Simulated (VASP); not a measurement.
# Ge in VASP: a series of runs

Runs on Ge. Level: LDA. Tasks: single point.

Program: VASP 6.6.1. These are calculated values, not measurements. Logs are shortened: lines on timing, memory, paths and dates and some standing lists are left out, and cuts for length are marked.

**1. The cell of the first run**

The cell holds a slab with vacuum, 2 atoms: a = 4.085 Å, b = 4.085 Å, c = 28.000 Å, α = 90.00°, β = 90.00°, γ = 120.00°.

**2. Single point, LDA**

INCAR reads:

```
SYSTEM = Ge
PREC     = Accurate       ! precision mode
ENCUT    = 520            ! plane-wave cutoff, eV
EDIFF    = 1E-6           ! SCF threshold, eV
ISMEAR   = 0              ! smearing method
SIGMA    = 0.1            ! smearing width, eV
LREAL    = .FALSE.        ! projectors in reciprocal space
LASPH    = .TRUE.         ! aspherical terms in the spheres
NELM     = 80             ! most SCF steps
ALGO     = Normal         ! electronic algorithm
ISIF     = 2              ! what is computed and relaxed
LWAVE    = .FALSE.        ! write WAVECAR
LCHARG   = .TRUE.         ! write CHGCAR
LDIPOL   = .TRUE.       
IDIPOL   = 3            
DIPOL    = 0.5 0.5 0.500
LELF     = .TRUE.         ! ELF
LVHAR    = .TRUE.       
LVACPOTAV= .TRUE.       
NBANDS   = 21             ! bands
```

KPOINTS reads:

```
Automatic mesh
0
G
  12 12 1
  0 0 0
```

POSCAR reads:

```
Ge
1.0
    4.0850000000      0.0000000000      0.0000000000
   -2.0425000000      3.5377137745      0.0000000000
    0.0000000000      0.0000000000     28.0000000000
Ge
2
Direct
    0.3333333333      0.6666666667      0.5101964286
    0.6666666667      0.3333333333      0.4898035714
```

Potentials or basis: VASP PAW LDA potentials, release 64 (Ge_d).

Launch:

```console
$ cat potpaw_LDA.64/Ge_d/POTCAR > POTCAR
$ mpirun -np 1 vasp_std > vasp.out
```

OUTCAR:

```text
SYSTEM = Ge
   PREC = Accurate
   ENCUT = 520
   EDIFF = 1E-6
   ISMEAR = 0
   LREAL = .FALSE.
   LASPH = .TRUE.
   NELM = 80
   ISIF = 2

 ion  position               nearest neighbor table
   1  0.333  0.667  0.510-   2 2.43   2 2.43   2 2.43
   2  0.667  0.333  0.490-   1 2.43   1 2.43   1 2.43

  LATTYP: Found a hexagonal cell.
 ALAT       =     4.0850000000
 C/A-ratio  =     6.8543451652

  Lattice vectors:

 A1 = (   4.0850000000,   0.0000000000,   0.0000000000)
 A2 = (  -2.0425000000,   3.5377137745,   0.0000000000)
 A3 = (   0.0000000000,   0.0000000000,  28.0000000000)

Analysis of symmetry for initial positions (statically):
=====================================================================
 Subroutine PRICEL returns:
 Original cell was already a primitive cell.

 Routine SETGRP: Setting up the symmetry group for a
 hexagonal supercell.

 Subroutine GETGRP returns: Found 12 space group operations
 (whereof 12 operations were pure point group operations)
 out of a pool of 24 trial point group operations.

The static configuration has the point symmetry D_3d.

Analysis of symmetry for dynamics (positions and initial velocities):
=====================================================================
 Subroutine PRICEL returns:
 Original cell was already a primitive cell.

 Routine SETGRP: Setting up the symmetry group for a
 hexagonal supercell.

 Subroutine GETGRP returns: Found 12 space group operations
 (whereof 12 operations were pure point group operations)
 out of a pool of 24 trial point group operations.

The dynamic configuration has the point symmetry D_3d.

 Subroutine INISYM returns: Found 12 space group operations
 (whereof 12 operations are pure point group operations),
 and found     1 'primitive' translations

----------------------------------------------------------------------------------------

                                     Primitive cell

  volume of cell :     404.6437

  direct lattice vectors                    reciprocal lattice vectors
     4.085000000  0.000000000  0.000000000     0.244798042  0.141334215  0.000000000
    -2.042500000  3.537713774  0.000000000     0.000000000  0.282668430  0.000000000
     0.000000000  0.000000000 28.000000000     0.000000000  0.000000000  0.035714286

  length of vectors
     4.085000000  4.085000000 28.000000000     0.282668430  0.282668430  0.035714286

  position of ions in fractional coordinates (direct lattice)
     0.333333333  0.666666667  0.510196429
     0.666666667  0.333333333  0.489803571

  ion indices of the primitive-cell ions
   primitive index   ion index
                 1           1
                 2           2

----------------------------------------------------------------------------------------

 KPOINTS: Automatic mesh

Automatic generation of k-mesh.
 Grid dimensions read from file:
 generate k-points for:   12   12    1

 Generating k-lattice:

  Cartesian coordinates                     Fractional coordinates (reciprocal lattice)
     0.020399837  0.011777851  0.000000000     0.083333333  0.000000000  0.000000000
     0.000000000  0.023555703  0.000000000     0.000000000  0.083333333  0.000000000
     0.000000000  0.000000000  0.035714286     0.000000000  0.000000000  1.000000000

  Length of vectors
     0.023555703  0.023555703  0.035714286

  Shift w.r.t. Gamma in fractional coordinates (k-lattice)
     0.000000000  0.000000000  0.000000000

 Subroutine IBZKPT returns following result:
 ===========================================

 Found     19 irreducible k-points:

 Following reciprocal coordinates:
            Coordinates               Weight
  0.000000  0.000000  0.000000      1.000000
  0.083333 -0.000000  0.000000      6.000000
  0.166667  0.000000  0.000000      6.000000
  0.250000 -0.000000  0.000000      6.000000
  0.333333 -0.000000  0.000000      6.000000
  0.416667 -0.000000  0.000000      6.000000
[... 11 lines left out ...]
  0.333333  0.250000  0.000000     12.000000
  0.333333  0.333333  0.000000      2.000000
   k-points           NKPTS =     19   k-points in BZ     NKDIM =     19   number of bands    NBANDS=     21
   number of dos      NEDOS =    301   number of ions     NIONS =      2
   total plane-waves  NPLWV = 189000
   dimension x,y,z NGX =    30 NGY =   30 NGZ =  210
   dimension x,y,z NGXF=    60 NGYF=   60 NGZF=  420
   ions per type =               2
   NGX,Y,Z   is equivalent  to a cutoff of  12.21, 12.21, 12.47 a.u.
   NGXF,Y,Z  is equivalent  to a cutoff of  24.42, 24.42, 24.94 a.u.
 SYSTEM =  Ge
   PREC   = accura    normal or accurate (medium, high low for compatibility)
   ISTART =      0    job   : 0-new  1-cont  2-samecut
   ICHARG =      2    charge: 1-file 2-atom 10-const
   ISPIN  =      1    spin polarized calculation?
   LNONCOLLINEAR =      F non collinear calculations
   LSORBIT =      F    spin-orbit coupling
   LASPH  =      T    aspherical Exc in radial PAW
   ENCUT  =  520.0 eV  38.22 Ry    6.18 a.u.   7.60  7.60 52.06*2*pi/ulx,y,z
   NELM   =     80;   NELMIN=  2; NELMDL= -5     # of ELM steps
   EDIFF  = 0.1E-05   stopping-criterion for ELM
   LREAL  =      F    real-space projection
   EDIFFG = 0.1E-04   stopping-criterion for IOM
   NSW    =      0    number of steps for IOM
   IBRION =     -1    ionic relax: 0-MD 1-quasi-New 2-CG
   NFREE  =      0    steps in history (QN), initial steepest desc. (CG)
   ISIF   =      2    stress and relaxation
   ISYM   =      2    0-nonsym 1-usesym 2-fastsym
   POTIM  = 0.5000    time-step for ionic-motion
   TEBEG  =    0.0;   TEEND  =   0.0 temperature during run
   PSTRESS=    0.0 pullay stress
   NELECT =      28.0000    total number of electrons
   NUPDOWN=      -1.0000    fix difference up-down
   EMIN   =  10.00;   EMAX   =-10.00  energy-range for DOS
   EFERMI =   0.00;   METHOD = LEGACY
   ISMEAR =     0;   SIGMA  =   0.10  broadening in eV -4-tet -1-fermi 0-gaus
   EFERMI_NEDOS =   21; number of points for ismear=-14 and -15
   IALGO  =     38    algorithm
   IMIX   =      4    mixing-type and parameters
     AMIX     =   0.40;   BMIX     =  1.00
     AMIX_MAG =   1.60;   BMIX_MAG =  1.00
  volume/ion in A,a.u.               =     202.32      1365.34
  Fermi-wavevector in a.u.,A,eV,Ry     =   0.672104  1.270093  6.146078  0.451724
  Thomas-Fermi vector in A             =   1.748124
   LORBIT       =      0    0 simple, 1 ext, 2 COOP (PROOUT), +10 PAW based schemes
   GGA     = CA    functional components
   LHFCALC =     F    Hartree Fock is set to
   AEXX    =    0.0000 exact exchange contribution
   IVDW    =     0    specifies the selected vdW correction
   LEPSILON=     F    determine dielectric tensor
   LRPA    =     F    only Hartree local field effects (RPA)
 non-spin polarized calculation
 Gauss-broadening in eV      SIGMA  =   0.10
  energy-cutoff  :      520.00
  volume of cell :      404.64
 maximum number of plane-waves:     10948
   NGX = 15   NGY = 15   NGZ =105

 dipolmoment           0.000000      0.000000      0.000000 electrons x Angstroem

 number of electron      27.9999976 magnetization

 dipolmoment           0.000000      0.000000     -0.000000 electrons x Angstroem

 Free energy of the ion-electron system (eV)
  ---------------------------------------------------
  ext. energy  EPLUGINS =         0.00000000
  ---------------------------------------------------
  free energy    TOTEN  =        -9.09476532 eV

  energy without entropy =       -9.09350522  energy(sigma->0) =       -9.09413527

 E-fermi :  -3.7053     XC(G=0):  -1.6864

 val. band max:       -3.8978984856   @ k =   0.0000   0.0000   0.0000
 cond. band min:      -3.6578299991   @ k =   0.3333   0.3333   0.0000
 fundamental gap:      0.2400684866
 Fermi energy:        -3.7053439137

 k-point     1 :       0.0000    0.0000    0.0000
  band No.  band energies     occupation
      1     -28.4828      2.00000
      2     -28.4828      2.00000
      3     -28.4551      2.00000
      4     -28.4434      2.00000
      5     -28.4434      2.00000
      6     -28.3451      2.00000
[... 13 lines left out ...]
     20       1.0138      0.00000
     21       1.3870      0.00000

 k-point     2 :       0.0833   -0.0000    0.0000
  band No.  band energies     occupation
      1     -28.4884      2.00000
      2     -28.4879      2.00000
      3     -28.4597      2.00000
      4     -28.4387      2.00000
      5     -28.4350      2.00000
      6     -28.3419      2.00000
[... 13 lines left out ...]
     20       1.0872      0.00000
     21       1.4107      0.00000

 k-point     3 :       0.1667    0.0000    0.0000
  band No.  band energies     occupation
      1     -28.4988      2.00000
      2     -28.4979      2.00000
      3     -28.4672      2.00000
      4     -28.4298      2.00000
      5     -28.4213      2.00000
      6     -28.3345      2.00000
[... 13 lines left out ...]
     20       1.2450      0.00000
     21       1.4721      0.00000

 k-point     4 :       0.2500   -0.0000    0.0000
  band No.  band energies     occupation
      1     -28.5079      2.00000
      2     -28.5076      2.00000
      3     -28.4759      2.00000
      4     -28.4227      2.00000
      5     -28.4095      2.00000
      6     -28.3302      2.00000
[... 13 lines left out ...]
     20       1.8458      0.00000
     21       1.9209      0.00000

 k-point     5 :       0.3333   -0.0000    0.0000
  band No.  band energies     occupation
      1     -28.5149      2.00000
      2     -28.5137      2.00000
      3     -28.4845      2.00000
      4     -28.4191      2.00000
      5     -28.4019      2.00000
      6     -28.3343      2.00000
[... 13 lines left out ...]
     20       2.7471      0.00000
     21       2.8367      0.00000
[... 262 lines left out ...]
     20       3.8293      0.00000
     21       3.9797      0.00000

 k-point    17 :       0.2500    0.2500    0.0000
  band No.  band energies     occupation
      1     -28.5426      2.00000
      2     -28.5021      2.00000
      3     -28.4909      2.00000
      4     -28.4176      2.00000
      5     -28.3658      2.00000
      6     -28.3500      2.00000
[... 13 lines left out ...]
     20       3.1199      0.00000
     21       3.2999      0.00000

 k-point    18 :       0.3333    0.2500    0.0000
  band No.  band energies     occupation
      1     -28.5490      2.00000
      2     -28.4992      2.00000
      3     -28.4940      2.00000
      4     -28.4152      2.00000
      5     -28.3617      2.00000
      6     -28.3491      2.00000
[... 13 lines left out ...]
     20       3.4245      0.00000
     21       3.9271      0.00000

 k-point    19 :       0.3333    0.3333    0.0000
  band No.  band energies     occupation
      1     -28.5526      2.00000
      2     -28.4962      2.00000
      3     -28.4962      2.00000
      4     -28.4141      2.00000
      5     -28.3524      2.00000
      6     -28.3524      2.00000
[... 13 lines left out ...]
     20       3.1749      0.00000
     21       3.1749      0.00000

------------------------ aborting loop because EDIFF is reached ----------------------------------------

  FORCE on cell =-STRESS in cart. coord.  units (eV):
  Direction    XX          YY          ZZ          XY          YZ          ZX
  --------------------------------------------------------------------------------------
  -------------------------------------------------------------------------------------
  Total       -1.7478326     -1.7478326      0.0115087      0.0000000      0.0000000      0.0000000
  in kB       -6.9205024     -6.9205024      0.0455683      0.0000000      0.0000000      0.0000000
  external PRESSURE =      -4.5984788 kB  Pullay stress =       0.0000000 kB

 VOLUME and BASIS-vectors are now :
 -----------------------------------------------------------------------------
  energy-cutoff  :      520.00
  volume of cell :      404.64
      direct lattice vectors                 reciprocal lattice vectors
     4.085000000  0.000000000  0.000000000     0.244798042  0.141334215  0.000000000
    -2.042500000  3.537713774  0.000000000     0.000000000  0.282668430  0.000000000
     0.000000000  0.000000000 28.000000000     0.000000000  0.000000000  0.035714286

 POSITION                                       TOTAL-FORCE (eV/Angst)
 -----------------------------------------------------------------------------------
     -0.00000      2.35848     14.28550        -0.000000     -0.000000      0.044984
      2.04250      1.17924     13.71450         0.000000      0.000000     -0.044984
 -----------------------------------------------------------------------------------
    total drift:                                0.000000     -0.000000     -0.000000

  FREE ENERGIE OF THE ION-ELECTRON SYSTEM (eV)
  ---------------------------------------------------
  free  energy   TOTEN  =        -9.0947653185 eV

  energy  without entropy=       -9.0935052244  energy(sigma->0) =       -9.09413527

 vacuum level on the upper side and lower side of the slab         1.045         1.045
```

Wall time 4 min (1 thread of AMD EPYC 7R43 (Zen 3), shared host); peak memory 0.37 GiB.

What came out:

```
Free energy            : -9.0948 eV
Largest force          : 0.045 eV/Å
Band gap on the k mesh : zero (band 14 reaches -3.66 eV, above the bottom of band 15 at -3.90 eV)
```

Forces on the atoms (eV/Å):
```
Ge   0.000  0.000  0.045
Ge   0.000  0.000 -0.045
```

Levels at points of the mesh, in eV from the Fermi level:
| k point | band 10 | band 11 | band 12 | band 13 | band 14 | band 15 | band 16 | band 17 | band 18 | band 19 |
| --- | --- | --- | --- | --- | --- | --- | --- | --- | --- | --- |
| (0.00, 0.00, 0.00) | -24.54 | -11.39 | -3.38 | -0.78 | -0.78 | -0.19 | 2.58 | 3.62 | 3.62 | 4.51 |
| (0.50, 0.00, 0.00) | -24.48 | -9.42 | -7.60 | -2.26 | -1.09 | 0.76 | 1.22 | 5.59 | 6.39 | 7.04 |

(Continued in part 2 of 2.)
